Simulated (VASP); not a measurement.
# Nb (Im-3m) in VASP: further runs

The runs below take Nb through single point, with PBE.

Program: VASP 6.6.1. These are calculated values, not measurements. Logs are shortened: lines on timing, memory, paths and dates and some standing lists are left out, and cuts for length are marked.

### Step 1. The cell of the first run

Symmetry: Im-3m, No. 229, cubic system. The conventional cell has a = 3.311 Å, b = 3.311 Å, c = 3.311 Å, α = 90.00°, β = 90.00°, γ = 90.00°. Nb (site symmetry m-3m) has 14 Nb at 2.87 to 3.31 Å within 3.8 Å.

### Step 2. Single point, PBE

The input, INCAR:

```
ALGO = Normal
EDIFF = 1E-6
ENCUT = 520
GGA = PE
ISIF = 2
ISMEAR = -1
LASPH = T
LCHARG = F
LREAL = F
LWAVE = F
NBANDS = 12
NELM = 100
PREC = Accurate
SIGMA = 0.05
```

The input, KPOINTS:

```
k-points
0
Gamma
  22 22 22
```

The input, POSCAR:

```
Nb
1.0
   -1.6554373320      1.6554373320      1.6554373320
    1.6554373320     -1.6554373320      1.6554373320
    1.6554373320      1.6554373320     -1.6554373320
Nb
1
Direct
    0.0000000000      0.0000000000      0.0000000000
```

Potentials or basis: VASP PAW PBE potentials, release 64 (Nb_sv).

Started as:

```
cat potpaw_PBE.64/Nb_sv/POTCAR > POTCAR
mpirun -np 1 vasp_std > vasp.out
```

OUTCAR:

```text
EDIFF = 1E-6
   ENCUT = 520
   GGA = PE
   ISIF = 2
   ISMEAR = -1
   LASPH = T
   LREAL = F
   NELM = 100
   PREC = Accurate

 ion  position               nearest neighbor table
   1  0.000  0.000  0.000-

  LATTYP: Found a body centered cubic cell.
 ALAT       =     3.3108746640

  Lattice vectors:

 A1 = (  -1.6554373320,   1.6554373320,   1.6554373320)
 A2 = (   1.6554373320,  -1.6554373320,   1.6554373320)
 A3 = (   1.6554373320,   1.6554373320,  -1.6554373320)

Analysis of symmetry for initial positions (statically):
=====================================================================
 Subroutine PRICEL returns:
 Original cell was already a primitive cell.

 Routine SETGRP: Setting up the symmetry group for a
 body centered cubic supercell.

 Subroutine GETGRP returns: Found 48 space group operations
[... 9 lines left out ...]

 Routine SETGRP: Setting up the symmetry group for a
 body centered cubic supercell.

 Subroutine GETGRP returns: Found 48 space group operations
[... 11 lines left out ...]
                                     Primitive cell

  volume of cell :      18.1467

  direct lattice vectors                    reciprocal lattice vectors
    -1.655437332  1.655437332  1.655437332     0.000000000  0.302034991  0.302034991
     1.655437332 -1.655437332  1.655437332     0.302034991  0.000000000  0.302034991
     1.655437332  1.655437332 -1.655437332     0.302034991  0.302034991  0.000000000

  length of vectors
     2.867301568  2.867301568  2.867301568     0.427141981  0.427141981  0.427141981

  position of ions in fractional coordinates (direct lattice)
     0.000000000  0.000000000  0.000000000

  ion indices of the primitive-cell ions
   primitive index   ion index
                 1           1

----------------------------------------------------------------------------------------

 KPOINTS: k-points

Automatic generation of k-mesh.
 Grid dimensions read from file:
 generate k-points for:   22   22   22

 Generating k-lattice:

  Cartesian coordinates                     Fractional coordinates (reciprocal lattice)
     0.000000000  0.013728863  0.013728863     0.045454545  0.000000000  0.000000000
     0.013728863  0.000000000  0.013728863     0.000000000  0.045454545  0.000000000
     0.013728863  0.013728863  0.000000000     0.000000000  0.000000000  0.045454545

  Length of vectors
     0.019415545  0.019415545  0.019415545

  Shift w.r.t. Gamma in fractional coordinates (k-lattice)
     0.000000000  0.000000000  0.000000000

 Subroutine IBZKPT returns following result:
 ===========================================

 Found    328 irreducible k-points:

 Following reciprocal coordinates:
            Coordinates               Weight
  0.000000  0.000000  0.000000      1.000000
  0.045455  0.000000  0.000000     12.000000
  0.090909  0.000000  0.000000     12.000000
  0.136364  0.000000  0.000000     12.000000
  0.181818  0.000000  0.000000     12.000000
  0.227273  0.000000  0.000000     12.000000
[... 16 lines left out ...]
  0.090909  0.090909  0.000000     24.000000
  0.136364  0.090909  0.000000     48.000000
 [... further k-points ...]
   k-points           NKPTS =    328   k-points in BZ     NKDIM =    328   number of bands    NBANDS=     12
   number of dos      NEDOS =    301   number of ions     NIONS =      1
   total plane-waves  NPLWV =  13824
   dimension x,y,z NGX =    24 NGY =   24 NGZ =   24
   dimension x,y,z NGXF=    48 NGYF=   48 NGZF=   48
   ions per type =               1
   NGX,Y,Z   is equivalent  to a cutoff of  13.92, 13.92, 13.92 a.u.
   NGXF,Y,Z  is equivalent  to a cutoff of  27.83, 27.83, 27.83 a.u.
 SYSTEM =  unknown system
   PREC   = accura    normal or accurate (medium, high low for compatibility)
   ISTART =      0    job   : 0-new  1-cont  2-samecut
   ICHARG =      2    charge: 1-file 2-atom 10-const
   ISPIN  =      1    spin polarized calculation?
   LNONCOLLINEAR =      F non collinear calculations
   LSORBIT =      F    spin-orbit coupling
   LASPH  =      T    aspherical Exc in radial PAW
   ENCUT  =  520.0 eV  38.22 Ry    6.18 a.u.   5.33  5.33  5.33*2*pi/ulx,y,z
   NELM   =    100;   NELMIN=  2; NELMDL= -5     # of ELM steps
   EDIFF  = 0.1E-05   stopping-criterion for ELM
   LREAL  =      F    real-space projection
   EDIFFG = 0.1E-04   stopping-criterion for IOM
   NSW    =      0    number of steps for IOM
   IBRION =     -1    ionic relax: 0-MD 1-quasi-New 2-CG
   NFREE  =      0    steps in history (QN), initial steepest desc. (CG)
   ISIF   =      2    stress and relaxation
   ISYM   =      2    0-nonsym 1-usesym 2-fastsym
   POTIM  = 0.5000    time-step for ionic-motion
   TEBEG  =    0.0;   TEEND  =   0.0 temperature during run
   PSTRESS=    0.0 pullay stress
   NELECT =      13.0000    total number of electrons
   NUPDOWN=      -1.0000    fix difference up-down
   EMIN   =  10.00;   EMAX   =-10.00  energy-range for DOS
   EFERMI =   0.00;   METHOD = LEGACY
   ISMEAR =    -1;   SIGMA  =   0.05  broadening in eV -4-tet -1-fermi 0-gaus
   EFERMI_NEDOS =   21; number of points for ismear=-14 and -15
   IALGO  =     38    algorithm
   IMIX   =      4    mixing-type and parameters
     AMIX     =   0.40;   BMIX     =  1.00
     AMIX_MAG =   1.60;   BMIX_MAG =  1.00
  volume/ion in A,a.u.               =      18.15       122.46
  Fermi-wavevector in a.u.,A,eV,Ry     =   1.464839  2.768144 29.194743  2.145753
  Thomas-Fermi vector in A             =   2.580767
   LORBIT       =      0    0 simple, 1 ext, 2 COOP (PROOUT), +10 PAW based schemes
   GGA     = PE    functional components
   LHFCALC =     F    Hartree Fock is set to
   AEXX    =    0.0000 exact exchange contribution
   IVDW    =     0    specifies the selected vdW correction
   LEPSILON=     F    determine dielectric tensor
   LRPA    =     F    only Hartree local field effects (RPA)
 non-spin polarized calculation
  energy-cutoff  :      520.00
  volume of cell :       18.15
 maximum number of plane-waves:       498
 NGX is ok and might be reduce to    24
   NGX = 11   NGY = 11   NGZ = 11

 number of electron      13.0000000 magnetization

 Free energy of the ion-electron system (eV)
  ---------------------------------------------------
  ext. energy  EPLUGINS =         0.00000000
  ---------------------------------------------------
  free energy    TOTEN  =       -10.22275668 eV

  energy without entropy =      -10.21000588  energy(sigma->0) =      -10.21638128

 E-fermi :  11.0638     XC(G=0): -12.4618

 val. band max:       11.0554960396   @ k =   0.0909   0.0455   0.0455
 cond. band min:      11.0652947679   @ k =   0.3182   0.1818   0.1364
 fundamental gap:      0.0097987282
 Fermi energy:        11.0638361377

 k-point     1 :       0.0000    0.0000    0.0000
  band No.  band energies     occupation
      1     -43.3038      2.00000
      2     -18.6166      2.00000
      3     -18.6166      2.00000
      4     -18.6166      2.00000
      5       5.1427      2.00000
      6      11.4433      0.00101
      7      11.4433      0.00101
      8      11.4433      0.00101
      9      14.3281      0.00000
     10      14.3281      0.00000
     11      25.2741      0.00000
     12      25.2741      0.00000

 k-point     2 :       0.0455    0.0000    0.0000
  band No.  band energies     occupation
      1     -43.2991      2.00000
      2     -18.6456      2.00000
      3     -18.6254      2.00000
      4     -18.6169      2.00000
      5       5.2279      2.00000
      6      11.3904      0.00291
      7      11.4316      0.00128
      8      11.5241      0.00020
      9      14.2438      0.00000
     10      14.3278      0.00000
     11      25.3453      0.00000
     12      25.4216      0.00000

 k-point     3 :       0.0909    0.0000    0.0000
  band No.  band energies     occupation
      1     -43.2853      2.00000
      2     -18.7297      2.00000
      3     -18.6511      2.00000
      4     -18.6176      2.00000
      5       5.4766      2.00000
      6      11.2404      0.05686
      7      11.3863      0.00316
      8      11.7650      0.00000
      9      14.0412      0.00000
     10      14.3306      0.00000
     11      25.5342      0.00000
     12      25.8542      0.00000

 k-point     4 :       0.1364    0.0000    0.0000
  band No.  band energies     occupation
      1     -43.2635      2.00000
      2     -18.8604      2.00000
      3     -18.6912      2.00000
      4     -18.6187      2.00000
      5       5.8652      2.00000
      6      11.0159      1.44578
      7      11.2844      0.02398
      8      12.1598      0.00000
      9      13.8356      0.00000
     10      14.3438      0.00000
     11      25.7564      0.00000
     12      26.5457      0.00000

 k-point     5 :       0.1818    0.0000    0.0000
  band No.  band energies     occupation
      1     -43.2353      2.00000
      2     -19.0253      2.00000
      3     -18.7423      2.00000
      4     -18.6201      2.00000
      5       6.3491      2.00000
      6      10.7458      1.99655
      7      11.1281      0.43311
      8      12.6979      0.00000
      9      13.7311      0.00000
     10      14.3767      0.00000
     11      25.8497      0.00000
     12      27.1687      0.00000

 k-point     6 :       0.2273    0.0000    0.0000
  band No.  band energies     occupation
      1     -43.2030      2.00000
      2     -19.2096      2.00000
      3     -18.8000      2.00000
      4     -18.6217      2.00000
      5       6.8528      2.00000
      6      10.4592      1.99999
      7      10.9917      1.61763
      8      13.3632      0.00000
      9      13.7601      0.00000
     10      14.4370      0.00000
     11      25.6326      0.00000
     12      27.1632      0.00000

 k-point     7 :       0.2727    0.0000    0.0000
  band No.  band energies     occupation
      1     -43.1691      2.00000
      2     -19.3975      2.00000
      3     -18.8595      2.00000
      4     -18.6234      2.00000
      5       7.2649      2.00000
      6      10.1808      2.00000
      7      11.0140      1.46115
      8      13.8918      0.00000
      9      14.1324      0.00000
     10      14.5280      0.00000
     11      25.0946      0.00000
     12      26.5748      0.00000

 k-point     8 :       0.3182    0.0000    0.0000
  band No.  band energies     occupation
      1     -43.1364      2.00000
      2     -19.5742      2.00000
      3     -18.9160      2.00000
      4     -18.6252      2.00000
      5       7.4857      2.00000
      6       9.9303      2.00000
      7      11.3106      0.01429
      8      14.0732      0.00000
      9      14.6459      0.00000
     10      14.9701      0.00000
     11      24.4028      0.00000
     12      25.6635      0.00000
[... 166 lines left out ...]
 k-point    20 :       0.3636    0.0455    0.0000
  band No.  band energies     occupation
      1     -43.0938      2.00000
      2     -19.7849      2.00000
      3     -18.9917      2.00000
      4     -18.6384      2.00000
      5       7.5632      2.00000
      6       9.6504      2.00000
      7      12.0489      0.00000
      8      14.2654      0.00000
      9      14.9116      0.00000
     10      16.3411      0.00000
     11      23.4918      0.00000
     12      24.2356      0.00000

 k-point    21 :       0.4091    0.0455    0.0000
  band No.  band energies     occupation
      1     -43.0753      2.00000
      2     -19.8784      2.00000
      3     -19.0241      2.00000
      4     -18.6395      2.00000
      5       7.4965      2.00000
      6       9.5268      2.00000
      7      12.6487      0.00000
      8      14.3433      0.00000
      9      15.0442      0.00000
     10      17.0333      0.00000
     11      23.0371      0.00000
     12      23.4599      0.00000

 k-point    22 :       0.4545    0.0455    0.0000
  band No.  band energies     occupation
      1     -43.0656      2.00000
      2     -19.9268      2.00000
      3     -19.0409      2.00000
      4     -18.6401      2.00000
      5       7.4494      2.00000
      6       9.4639      2.00000
      7      13.0518      0.00000
      8      14.3300      0.00000
      9      15.1392      0.00000
     10      17.4423      0.00000
     11      22.7952      0.00000
     12      23.0184      0.00000

 k-point    23 :       0.0909    0.0909    0.0000
  band No.  band energies     occupation
      1     -43.2511      2.00000
      2     -18.9327      2.00000
      3     -18.6897      2.00000
      4     -18.6447      2.00000
      5       6.0900      2.00000
      6      10.9813      1.67812
      7      11.0837      0.80441
      8      12.4532      0.00000
      9      13.6621      0.00000
     10      14.4427      0.00000
     11      26.0119      0.00000
     12      26.7137      0.00000

 k-point    24 :       0.1364    0.0909    0.0000
  band No.  band energies     occupation
      1     -43.2240      2.00000
      2     -19.0833      2.00000
      3     -18.7380      2.00000
      4     -18.6535      2.00000
      5       6.5634      2.00000
      6      10.7404      1.99691
      7      10.8926      1.93695
      8      13.0226      0.00000
      9      13.5328      0.00000
     10      14.5418      0.00000
     11      26.2380      0.00000
     12      27.0085      0.00000

 [... further k-points ...]
[... 5 lines left out ...]
  --------------------------------------------------------------------------------------
  -------------------------------------------------------------------------------------
  Total       -0.0425461     -0.0425461     -0.0425461     -0.0000000     -0.0000000     -0.0000000
  in kB       -3.7563983     -3.7563983     -3.7563983     -0.0000000     -0.0000000     -0.0000000
  external PRESSURE =      -3.7563983 kB  Pullay stress =       0.0000000 kB

 VOLUME and BASIS-vectors are now :
 -----------------------------------------------------------------------------
  energy-cutoff  :      520.00
  volume of cell :       18.15
      direct lattice vectors                 reciprocal lattice vectors
    -1.655437332  1.655437332  1.655437332     0.000000000  0.302034991  0.302034991
     1.655437332 -1.655437332  1.655437332     0.302034991  0.000000000  0.302034991
     1.655437332  1.655437332 -1.655437332     0.302034991  0.302034991  0.000000000

 POSITION                                       TOTAL-FORCE (eV/Angst)
 -----------------------------------------------------------------------------------
      0.00000      0.00000      0.00000        -0.000000     -0.000000      0.000000
 -----------------------------------------------------------------------------------
    total drift:                                0.000000      0.000000      0.000000

  FREE ENERGIE OF THE ION-ELECTRON SYSTEM (eV)
  ---------------------------------------------------
  free  energy   TOTEN  =       -10.2227566803 eV

  energy  without entropy=      -10.2100058771  energy(sigma->0) =      -10.21638128
```

Run time: 38 s. Hardware: 1 thread of Intel Xeon Platinum 8488C (Sapphire Rapids), shared host; peak memory 0.18 GiB.

Results:

```
Free energy : -10.2228 eV
Pressure    : -0.4 GPa
```

Levels at points of the mesh, in eV from the Fermi level:
| k point | band 2 | band 3 | band 4 | band 5 | band 6 | band 7 | band 8 | band 9 | band 10 | band 11 |
| --- | --- | --- | --- | --- | --- | --- | --- | --- | --- | --- |
| (0.00, 0.00, 0.00) | -29.68 | -29.68 | -29.68 | -5.92 | 0.38 | 0.38 | 0.38 | 3.26 | 3.26 | 14.21 |
| (0.50, 0.00, 0.00) | -31.01 | -30.10 | -29.69 | -3.68 | -1.62 | 2.26 | 3.29 | 3.97 | 6.32 | 11.61 |
| (0.50, 0.50, 0.50) | -30.59 | -30.59 | -30.59 | -3.67 | -3.67 | 5.56 | 5.56 | 5.56 | 9.02 | 9.02 |

(Part 1 of 2 ends here.)
